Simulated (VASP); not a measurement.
# InO3 (ReO3 type) (Pm-3m) in VASP: notebook

InO3 (ReO3 type) is run at these levels: PBE; tasks: single point.

All numbers are computed with VASP 6.6.1; they aren't measurements. Logs are shortened: lines on timing, memory, paths and dates and some standing lists are left out, and cuts for length are marked.

## 1. The cell of the first run

The structure is cubic, space group Pm-3m (No. 221). The conventional cell has a = 4.295 Å, b = 4.295 Å, c = 4.295 Å, α = 90.00°, β = 90.00°, γ = 90.00°. In (site symmetry m-3m) has 6 O at 2.15 Å within 2.8 Å. O (site symmetry 4/mmm) has 2 In at 2.15 Å within 2.8 Å.

## 2. Single point, PBE

INCAR reads:

```
PREC = Accurate
ENCUT = 520
EDIFF = 1E-7
ISMEAR = -1
SIGMA = 0.06122561905347299
LREAL = F
LASPH = T
NELM = 60
ALGO = Normal
ISIF = 2
LWAVE = F
LCHARG = F
GGA = PE
NBANDS = 24
```

KPOINTS reads:

```
regular mesh
0
Gamma
  9 9 9
```

POSCAR reads:

```
InO3
1.0
    4.2951557864      0.0000000000      0.0000000000
    0.0000000000      4.2951557864      0.0000000000
    0.0000000000      0.0000000000      4.2951557864
In O
1 3
Direct
    0.0000000000      0.0000000000      0.0000000000
    0.5000000000      0.0000000000      0.0000000000
    0.0000000000      0.5000000000      0.0000000000
    0.0000000000      0.0000000000      0.5000000000
```

Potentials or basis: VASP PAW PBE potentials, release 64 (In_d, O).

Launch:

```sh
$ cat potpaw_PBE.64/In_d/POTCAR potpaw_PBE.64/O/POTCAR > POTCAR
$ mpirun -np 1 vasp_std > vasp.out
```

OUTCAR:

```text
PREC = Accurate
   ENCUT = 520
   EDIFF = 1E-7
   ISMEAR = -1
   LREAL = F
   LASPH = T
   NELM = 60
   ISIF = 2
   GGA = PE

 ion  position               nearest neighbor table
   1  0.000  0.000  0.000-   2 2.15   3 2.15   4 2.15   4 2.15   3 2.15   2 2.15
   2  0.500  0.000  0.000-   1 2.15   1 2.15
   3  0.000  0.500  0.000-   1 2.15   1 2.15
   4  0.000  0.000  0.500-   1 2.15   1 2.15

  LATTYP: Found a simple cubic cell.
 ALAT       =     4.2951557864

  Lattice vectors:

 A1 = (   4.2951557864,   0.0000000000,   0.0000000000)
 A2 = (   0.0000000000,   4.2951557864,   0.0000000000)
 A3 = (   0.0000000000,   0.0000000000,   4.2951557864)

Analysis of symmetry for initial positions (statically):
=====================================================================
 Subroutine PRICEL returns:
 Original cell was already a primitive cell.

 Routine SETGRP: Setting up the symmetry group for a
 simple cubic supercell.

 Subroutine GETGRP returns: Found 48 space group operations
 (whereof 48 operations were pure point group operations)
 out of a pool of 48 trial point group operations.

The static configuration has the point symmetry O_h .

Analysis of symmetry for dynamics (positions and initial velocities):
=====================================================================
 Subroutine PRICEL returns:
 Original cell was already a primitive cell.

 Routine SETGRP: Setting up the symmetry group for a
 simple cubic supercell.

 Subroutine GETGRP returns: Found 48 space group operations
 (whereof 48 operations were pure point group operations)
 out of a pool of 48 trial point group operations.

The dynamic configuration has the point symmetry O_h .

 Subroutine INISYM returns: Found 48 space group operations
 (whereof 48 operations are pure point group operations),
 and found     1 'primitive' translations

----------------------------------------------------------------------------------------

                                     Primitive cell

  volume of cell :      79.2386

  direct lattice vectors                    reciprocal lattice vectors
     4.295155786  0.000000000  0.000000000     0.232820426  0.000000000  0.000000000
[... 85 lines left out ...]
   LNONCOLLINEAR =      F non collinear calculations
   LSORBIT =      F    spin-orbit coupling
   LASPH  =      T    aspherical Exc in radial PAW
   ENCUT  =  520.0 eV  38.22 Ry    6.18 a.u.   7.99  7.99  7.99*2*pi/ulx,y,z
   NELM   =     60;   NELMIN=  2; NELMDL= -5     # of ELM steps
   EDIFF  = 0.1E-06   stopping-criterion for ELM
   LREAL  =      F    real-space projection
   EDIFFG = 0.1E-05   stopping-criterion for IOM
   NSW    =      0    number of steps for IOM
   IBRION =     -1    ionic relax: 0-MD 1-quasi-New 2-CG
   NFREE  =      0    steps in history (QN), initial steepest desc. (CG)
   ISIF   =      2    stress and relaxation
   ISYM   =      2    0-nonsym 1-usesym 2-fastsym
   POTIM  = 0.5000    time-step for ionic-motion
   TEBEG  =    0.0;   TEEND  =   0.0 temperature during run
   PSTRESS=    0.0 pullay stress
   NELECT =      31.0000    total number of electrons
   NUPDOWN=      -1.0000    fix difference up-down
   EMIN   =  10.00;   EMAX   =-10.00  energy-range for DOS
   EFERMI =   0.00;   METHOD = LEGACY
   ISMEAR =    -1;   SIGMA  =   0.06  broadening in eV -4-tet -1-fermi 0-gaus
   EFERMI_NEDOS =   21; number of points for ismear=-14 and -15
   IALGO  =     38    algorithm
   IMIX   =      4    mixing-type and parameters
     AMIX     =   0.40;   BMIX     =  1.00
     AMIX_MAG =   1.60;   BMIX_MAG =  1.00
  volume/ion in A,a.u.               =      19.81       133.68
  Fermi-wavevector in a.u.,A,eV,Ry     =   1.197337  2.262639 19.505535  1.433616
  Thomas-Fermi vector in A             =   2.333255
   LORBIT       =      0    0 simple, 1 ext, 2 COOP (PROOUT), +10 PAW based schemes
   GGA     = PE    functional components
   LHFCALC =     F    Hartree Fock is set to
   AEXX    =    0.0000 exact exchange contribution
   IVDW    =     0    specifies the selected vdW correction
   LEPSILON=     F    determine dielectric tensor
   LRPA    =     F    only Hartree local field effects (RPA)
 non-spin polarized calculation
  energy-cutoff  :      520.00
  volume of cell :       79.24
 maximum number of plane-waves:      2158
 NGX is ok and might be reduce to    32
   NGX = 15   NGY = 15   NGZ = 15

 number of electron      30.9999981 magnetization

 Free energy of the ion-electron system (eV)
  ---------------------------------------------------
  ext. energy  EPLUGINS =         0.00000000
  ---------------------------------------------------
  free energy    TOTEN  =       -16.18570012 eV

  energy without entropy =      -16.05924892  energy(sigma->0) =      -16.12247452

 E-fermi :  -1.6598     XC(G=0):  -7.8992

 val. band max:       -1.6738743035   @ k =   0.4444   0.3333   0.0000
 cond. band min:      -1.6537776191   @ k =   0.4444   0.2222   0.2222
 fundamental gap:      0.0200966845
 Fermi energy:        -1.6597694740

 k-point     1 :       0.0000    0.0000    0.0000
  band No.  band energies     occupation
      1     -18.1769      2.00000
      2     -17.8117      2.00000
      3     -17.8117      2.00000
      4     -13.2404      2.00000
      5     -13.2404      2.00000
      6     -13.2404      2.00000
[... 637 lines left out ...]
     23      12.0643      0.00000
     24      12.4480      0.00000

 [... further k-points ...]

------------------------ aborting loop because EDIFF is reached ----------------------------------------

  FORCE on cell =-STRESS in cart. coord.  units (eV):
  Direction    XX          YY          ZZ          XY          YZ          ZX
  --------------------------------------------------------------------------------------
  -------------------------------------------------------------------------------------
  Total       -1.5833005     -1.5833005     -1.5833005      0.0000000      0.0000000      0.0000000
  in kB      -32.0137949    -32.0137949    -32.0137949      0.0000000      0.0000000      0.0000000
  external PRESSURE =     -32.0137949 kB  Pullay stress =       0.0000000 kB

 VOLUME and BASIS-vectors are now :
 -----------------------------------------------------------------------------
  energy-cutoff  :      520.00
  volume of cell :       79.24
      direct lattice vectors                 reciprocal lattice vectors
     4.295155786  0.000000000  0.000000000     0.232820426  0.000000000  0.000000000
     0.000000000  4.295155786  0.000000000     0.000000000  0.232820426  0.000000000
     0.000000000  0.000000000  4.295155786     0.000000000  0.000000000  0.232820426

 POSITION                                       TOTAL-FORCE (eV/Angst)
 -----------------------------------------------------------------------------------
      0.00000      0.00000      0.00000         0.000000      0.000000      0.000000
      2.14758      0.00000      0.00000         0.000000      0.000000      0.000000
      0.00000      2.14758      0.00000         0.000000      0.000000      0.000000
      0.00000      0.00000      2.14758         0.000000      0.000000      0.000000
 -----------------------------------------------------------------------------------
    total drift:                                0.000000      0.000000     -0.000000

  FREE ENERGIE OF THE ION-ELECTRON SYSTEM (eV)
  ---------------------------------------------------
  free  energy   TOTEN  =       -16.1857001183 eV

  energy  without entropy=      -16.0592489244  energy(sigma->0) =      -16.12247452
```

OSZICAR:

```text
N       E                     dE             d eps       ncg     rms          rms(c)
DAV:   1     0.306063068936E+03    0.30606E+03   -0.14439E+04  1680   0.138E+03
DAV:   2     0.150514966717E+02   -0.29101E+03   -0.26859E+03  1984   0.405E+02
DAV:   3    -0.164259046795E+02   -0.31477E+02   -0.30483E+02  1984   0.129E+02
DAV:   4    -0.174849731621E+02   -0.10591E+01   -0.10517E+01  2048   0.267E+01
DAV:   5    -0.175308213528E+02   -0.45848E-01   -0.45839E-01  2320   0.526E+00    0.894E+00
DAV:   6    -0.161871756620E+02    0.13436E+01   -0.34083E+00  2512   0.287E+01    0.566E+00
DAV:   7    -0.161891099192E+02   -0.19343E-02   -0.23877E-01  1776   0.414E+00    0.188E+00
DAV:   8    -0.161845890479E+02    0.45209E-02   -0.13286E-02  2144   0.126E+00    0.710E-01
DAV:   9    -0.161853895158E+02   -0.80047E-03   -0.44709E-03  2328   0.908E-01    0.977E-02
DAV:  10    -0.161857022259E+02   -0.31271E-03   -0.69924E-04  2328   0.228E-01    0.660E-02
DAV:  11    -0.161857002995E+02    0.19264E-05   -0.15696E-05  2376   0.490E-02    0.448E-02
DAV:  12    -0.161857003886E+02   -0.89125E-07   -0.63876E-06  2032   0.420E-02    0.634E-03
DAV:  13    -0.161857001678E+02    0.22087E-06   -0.74905E-07  1968   0.683E-03    0.265E-03
DAV:  14    -0.161857001183E+02    0.49421E-07   -0.22048E-08  1392   0.122E-03
   1 F= -.16185700E+02 E0= -.16122475E+02  d E =-.126451E+00
```

Wall time 17 s (1 thread of Intel Xeon 6975P-C (Granite Rapids), shared host); peak memory 0.2 GiB.

What came out:

```yaml
Free_energy: -16.1857 eV
Pressure: -3.2 GPa
```

Caveat: spin-orbit coupling is left out, which moves the levels of the heavy elements; an odd number of electrons without spin polarisation forces a metal; a magnetic or distorted state may lie lower.

## 3. Single point, PBE

This run uses another cell than the first one, of 17.57 Å³/atom, 0.887 times its volume.

INCAR reads:

```
SYSTEM = InO3
ALGO     = Normal         ! electronic algorithm
EDIFF    = 1E-6           ! SCF threshold, eV
ENCUT    = 520            ! plane-wave cutoff, eV
GGA      = PE             ! functional
ISIF     = 2              ! what is computed and relaxed
ISMEAR   = -1             ! smearing method
LASPH    = .TRUE.         ! aspherical terms in the spheres
LCHARG   = .FALSE.        ! write CHGCAR
LREAL    = .FALSE.        ! projectors in reciprocal space
LWAVE    = .FALSE.        ! write WAVECAR
NBANDS   = 24             ! bands
NELM     = 80             ! most SCF steps
PREC     = Accurate       ! precision mode
SIGMA    = 0.06122561905347299 ! smearing width, eV
```

KPOINTS reads:

```
k-points
0
G
  13 13 13
  0 0 0
```

POSCAR reads:

```
InO3
1.0
    4.1265418114      0.0000000000      0.0000000000
    0.0000000000      4.1265418114      0.0000000000
    0.0000000000      0.0000000000      4.1265418114
In O
1 3
Direct
    0.0000000000      0.0000000000      0.0000000000
    0.5000000000      0.0000000000      0.0000000000
    0.0000000000      0.5000000000      0.0000000000
    0.0000000000      0.0000000000      0.5000000000
```

Potentials or basis: VASP PAW PBE potentials, release 64 (In_d, O).

Launch:

```sh
$ cat potpaw_PBE.64/In_d/POTCAR potpaw_PBE.64/O/POTCAR > POTCAR
$ mpirun -np 1 vasp_std > vasp.out
```

It took 33 s on 1 thread of Intel Xeon 6975P-C (Granite Rapids), shared host; peak memory 0.25 GiB.

The run converged. Its results:

| Property | Result |
| --- | --- |
| Free energy | -16.1536 eV |
| Pressure | 4.8 GPa |

Levels at points of the mesh, in eV from the Fermi level:
| k point | band 13 | band 14 | band 15 | band 16 | band 17 | band 18 | band 19 | band 20 |
| --- | --- | --- | --- | --- | --- | --- | --- | --- |
| (0.00, 0.00, 0.00) | -0.30 | -0.30 | -0.28 | -0.28 | -0.28 | 4.46 | 8.76 | 14.39 |

Caveat: spin-orbit coupling is left out, which moves the levels of the heavy elements; an odd number of electrons without spin polarisation forces a metal; a magnetic or distorted state may lie lower.
